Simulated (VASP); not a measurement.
GaN, 2 atoms in the cell. The structure is cubic, space group F-43m (No. 216). The conventional cell has a = 4.507 Å, b = 4.507 Å, c = 4.507 Å, α = 90.00°, β = 90.00°, γ = 90.00°. Within 2.6 Å of Ga (site symmetry -43m) lie 4 N at 1.95 Å. Within 2.6 Å of N (site symmetry -43m) lie 4 Ga at 1.95 Å. 

| Item | Value |
| --- | --- |
| Program | VASP 6.6.1 |
| Task | single point |
| Functional | LDA |
| Potentials or basis | VASP PAW LDA potentials, release 64 (Ga_d, N) |
| Cutoff | 600 eV |
| k mesh | 8 × 8 × 8 |
| Occupations | gaussian, width 0.1 eV |
| Spin | no spin polarisation |
| Dipole correction | no |
| Further INCAR settings | ALGO = Normal; EDIFF = 1e-06; NBANDS = 16 |

Potentials or basis: VASP PAW LDA potentials, release 64 (Ga_d, N).

Command:

```bash
$ cat potpaw_LDA.64/Ga_d/POTCAR potpaw_LDA.64/N/POTCAR > POTCAR
$ mpirun -np 1 vasp_std > vasp.out
```

Hardware: 1 thread of Intel(R) Xeon(R) 6975P-C (Granite Rapids), on a shared host.

Problem. How long does it take, and how much memory?

Solution. It took 16 s on 1 thread of Intel(R) Xeon(R) 6975P-C (Granite Rapids), on a shared host, peak memory 0.14 GiB. Counts: scf iterations 13, k points 29.
